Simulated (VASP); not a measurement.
Set up this calculation in VASP 6.6.1, as the native input.

```
Task                   : single point
Functional             : r2SCAN
Potentials or basis    : VASP PAW PBE potentials, release 64 (Mn_pv, O)
Cutoff                 : 520 eV
k mesh                 : 11 × 11 × 6
Occupations            : fermi-dirac, width 0.05 eV
Spin                   : collinear spin, ferromagnetic start
Starting moments       : [4.0, 0.0, 0.0] μB
Dipole correction      : no
Further INCAR settings : ALGO = Normal; EDIFF = 1e-07; NBANDS = 24
```

Crystal: MnO2.

```
CELL_PARAMETERS angstrom
2.85658 0.00000 0.00000
-1.42829 2.47387 0.00000
0.00000 0.00000 4.60137
ATOMIC_POSITIONS crystal
Mn 0.00000 0.00000 0.50000
O 0.33333 0.66667 0.70629
O 0.66667 0.33333 0.29371
```

These files were run (other wordings do the same):

POSCAR

```
MnO2
1.0
    2.8565781804      0.0000000000      0.0000000000
   -1.4282890902      2.4738692722      0.0000000000
    0.0000000000      0.0000000000      4.6013740589
Mn O
1 2
Direct
    0.0000000000      0.0000000000      0.5000000000
    0.3333333333      0.6666666667      0.7062925700
    0.6666666667      0.3333333333      0.2937074300
```

INCAR.step1

```
PREC = Accurate ; ENCUT = 520
ISMEAR = -1 ; SIGMA = 0.05
LREAL = F ; LASPH = T
NELM = 150 ; ISPIN = 2
MAGMOM = 4 0 0 ; LMAXMIX = 4
NBANDS = 24 ; GGA = PE
ALGO = Normal ; EDIFF = 1E-4
LWAVE = T ; LCHARG = F
```

INCAR.step2

```
PREC = Accurate ; ENCUT = 520
EDIFF = 1E-7 ; ISMEAR = -1
SIGMA = 0.05 ; LREAL = F
LASPH = T ; NELM = 150
ALGO = Normal ; ISIF = 2
LWAVE = F ; LCHARG = T
ISPIN = 2 ; MAGMOM = 4 0 0
LORBIT = 11 ; LMAXMIX = 4
METAGGA = R2SCAN ; LMIXTAU = T
LELF = T ; LVHAR = T
NBANDS = 24 ; ISTART = 1
```

KPOINTS

```
regular mesh
0
Gamma
  11 11 6
```

Potentials or basis: VASP PAW PBE potentials, release 64 (Mn_pv, O).

Run with:

```bash
$ cat potpaw_PBE.64/Mn_pv/POTCAR potpaw_PBE.64/O/POTCAR > POTCAR
$ cp INCAR.step1 INCAR
$ mpirun -np 1 vasp_std > vasp.out
$ cp INCAR.step2 INCAR
$ mpirun -np 1 vasp_std > vasp.out
```

It gave:

```yaml
Pressure: 0.3 GPa
Largest_force: 0.005 eV/Å
Band_gap_on_the_k_mesh: 1.89 eV (least direct gap 1.99 eV)
Net_moment: 3.00 μB per cell
Site_moments: Mn +2.93; O +0.01 μB
Valence_electrons_inside_the_program's_atomic_spheres: Mn 11.71; O 5.03
```

Caveat: the PAW data sets were made with another functional, which shifts forces and pressure a little; an odd mesh through Γ misses points on the zone boundary, where band edges can lie; a cell with one magnetic atom can't hold antiferromagnetic order, which such compounds often take.

Run time: 7.7 min on 1 thread of Intel(R) Xeon(R) Platinum 8259CL CPU @ 2.50GHz (Skylake/Cascade Lake) (shared host), peak memory 0.24 GiB.
